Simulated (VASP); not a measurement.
Set up this calculation in VASP 6.6.1, as the native input.

```
Task                   : single point
Functional             : revPBE
Potentials or basis    : VASP PAW PBE potentials, release 64 (Sn_d, S)
Cutoff                 : 500 eV
k mesh                 : 6 × 6 × 3
Occupations            : fermi-dirac, width 0.02 eV
Spin                   : no spin polarisation
Dipole correction      : no
Further INCAR settings : ALGO = Normal; EDIFF = 1e-06; NBANDS = 20
```

The structure of SnS2 (Berndtite-2T) lies in POSCAR:

```
SnS2
1.0
    3.5844150000      0.0000000000      0.0000000000
   -1.7922075000      3.1041940100      0.0000000000
    0.0000000000      0.0000000000      6.0480816305
Sn S
1 2
Direct
    0.0000000000      0.0000000000      0.0000000000
    0.3333333333      0.6666666667      0.2500000000
    0.6666666667      0.3333333333      0.7500000000
```

One way to write it, as run:

INCAR

```
SYSTEM = SnS2
PREC = Accurate ; ENCUT = 500
EDIFF = 1E-6 ; ISMEAR = -1
SIGMA = 0.02 ; LREAL = .FALSE.
LASPH = .TRUE. ; NELM = 120
ALGO = Normal ; ISIF = 2
LWAVE = .FALSE. ; LCHARG = .FALSE.
GGA = RE ; NBANDS = 20
GGA_COMPAT = .FALSE.
```

KPOINTS

```
Automatic mesh
0
G
  6 6 3
  0 0 0
```

Potentials or basis: VASP PAW PBE potentials, release 64 (Sn_d, S).

Run with:

```bash
$ cat potpaw_PBE.64/Sn_d/POTCAR potpaw_PBE.64/S/POTCAR > POTCAR
$ mpirun -np 1 vasp_std > vasp.out
```

It gave:

- Pressure: 5.9 GPa
- Largest force: 0.022 eV/Å
- Band gap on the k mesh: 1.48 eV, indirect (least direct gap 1.94 eV)

Caveat: the PAW data sets were made with another functional, which shifts forces and pressure a little; spin-orbit coupling is left out, which moves the levels of the heavy elements; this functional lacks dispersion, which binds the layers, so the pressure and a relaxed spacing across them are unreliable.

Wall time 39 s on 1 thread of Intel Xeon 8259CL, on a shared host, peak memory 0.18 GiB.
